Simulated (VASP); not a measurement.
# Cd: electric field gradients with LDA

Cd:

```xyz
2
Lattice="2.9789 0.0000 0.0000 -1.4894 2.5798 0.0000 0.0000 0.0000 5.6177" Properties=species:S:1:pos:R:3 pbc="T T T"
Cd    0.0000    1.7199    1.4044
Cd    1.4894    0.8599    4.2132
```

| Item | Value |
| --- | --- |
| Program | VASP 6.6.1 |
| Task | electric field gradients |
| Functional | LDA |
| Potentials or basis | VASP PAW LDA potentials, release 64 (Cd_sv_GW) |
| Cutoff | 470 eV |
| k mesh | 16 × 16 × 7 |
| Occupations | fermi-dirac, width 0.05 eV |
| Spin | no spin polarisation |
| Dipole correction | no |
| Further INCAR settings | ALGO = Normal; EDIFF = 1e-08; NBANDS = 27 |

* Pressure: -7.3 GPa
* Band gap on the k mesh: zero (bands 20 and 21 overlap by 3.93 eV)
* Largest electric field gradient by atom: Cd +78.9 V/Å²

Stress tensor (GPa, compression positive):
```
-7.67  0.00  0.00
 0.00 -7.67  0.00
 0.00  0.00 -6.53
```

Levels at points of the mesh, in eV from the Fermi level:
| k point | band 17 | band 18 | band 19 | band 20 | band 21 | band 22 | band 23 | band 24 |
| --- | --- | --- | --- | --- | --- | --- | --- | --- |
| (0.00, 0.00, 0.00) | -8.67 | -8.41 | -8.41 | -3.08 | -3.04 | 10.28 | 13.80 | 14.57 |
| (0.50, 0.00, 0.00) | -8.14 | -8.12 | -2.35 | -1.87 | 1.90 | 2.98 | 3.07 | 5.30 |

Electric field gradients, principal values (V/Å²):
```tsv
atom	least	middle	greatest (by size)
1 Cd	-39.463	-39.468	78.931
2 Cd	-39.463	-39.468	78.931
```

It took 66 s on 1 thread of AMD EPYC 9R45 96-Core Processor (Zen 5), on a shared host, peak memory 0.2 GiB.

Caveat: the cell stands under tension; without QUAD_EFG the Cq values of the log hold for a quadrupole moment of 1 mb, not for the nuclei.
